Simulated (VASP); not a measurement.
Runs of VASP 6.6.1 on TiO2 (Anatase). The structure is that of space group I4_1/amd (No. 141), or close to it. The cells are those of the table. 

| task | cell | k mesh | cutoff (eV) | smearing | gap on the mesh (eV) | pressure (GPa) | relaxed volume (Å³/atom) | largest force (eV/Å) |
| --- | --- | --- | --- | --- | --- | --- | --- | --- |
| single point | a = 5.543 Å, angles 139.9, 139.9, 58.0°, 6 atoms | 6 × 6 × 6 | 600 | gaussian 0.02 eV | (a) | 0.5 | - | 0.02 |
| relaxation of shape and atoms at fixed volume | relaxed from a = 5.683 Å, angles 140.3, 140.3, 57.4°, 6 atoms | 10 × 10 × 10 | 600 | gaussian 0.02 eV | 2.11 | -8.9 | - | 0.01 |
| single point | a = 5.544 Å, angles 139.9, 139.9, 58.0°, 6 atoms | 10 × 10 × 10 | 520 | gaussian 0.01 eV | 2.11 | 0.7 | - | 0.02 |
| relaxation of cell and atoms | relaxed from a = 5.543 Å, angles 139.9, 139.9, 58.0°, 6 atoms | 10 × 10 × 10 | 600 | gaussian 0.01 eV | 2.11 | 0.0 | 11.69 | - |
| relaxation of cell and atoms | relaxed from a = 5.458 Å, angles 139.4, 139.4, 58.7°, 6 atoms | 10 × 10 × 10 | 600 | gaussian 0.02 eV | 2.11 | 0.0 | 11.69 | - |
| electric field gradients | a = 5.544 Å, angles 139.9, 139.9, 58.0°, 6 atoms | 10 × 10 × 10 | 520 | gaussian 0.01 eV | 2.11 | 0.7 | - | 0.02 |

Alike in all rows: level PBE; potentials or basis VASP PAW PBE potentials, release 64 (Ti_sv, O); no spin polarisation.

Estimate the missing entries.

(a) 2.16.

A k mesh can miss the band edges.
